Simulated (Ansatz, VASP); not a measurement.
# Two plane-wave programs on Na

```
CELL_PARAMETERS angstrom
0.00000 3.59223 3.59223
3.59223 0.00000 3.59223
3.59223 3.59223 0.00000
ATOMIC_POSITIONS crystal
Na 0.12500 0.12500 0.12500
Na 0.87500 0.87500 0.87500
```

Alike in both runs: task single point; functional LDA; k mesh 9 × 9 × 9; occupations fermi-dirac, width 0.1 eV; no spin polarisation.

```csv
,VASP,Ansatz
version,VASP 6.6.1,Ansatz 0.2.0
potentials or method,"VASP PAW LDA potentials, release 64 (Na_pv), cutoff 520 eV","plane waves (420 eV) with PAW, scalar-relativistic"
valence electrons in the cell,14,18
```

|  | VASP | Ansatz | Ansatz less VASP |
| --- | --- | --- | --- |
| pressure (GPa) | 0.2 | 0.2 | +0.01 |

Ansatz warns that its potentials were made for another functional, while VASP's fit it. LDA's correlation is that of Perdew and Zunger in VASP and of Perdew and Wang (1992) in Ansatz. VASP's potentials hold 14 valence electrons a cell and Ansatz's 18, so a difference there can come from the potentials and not from the codes.
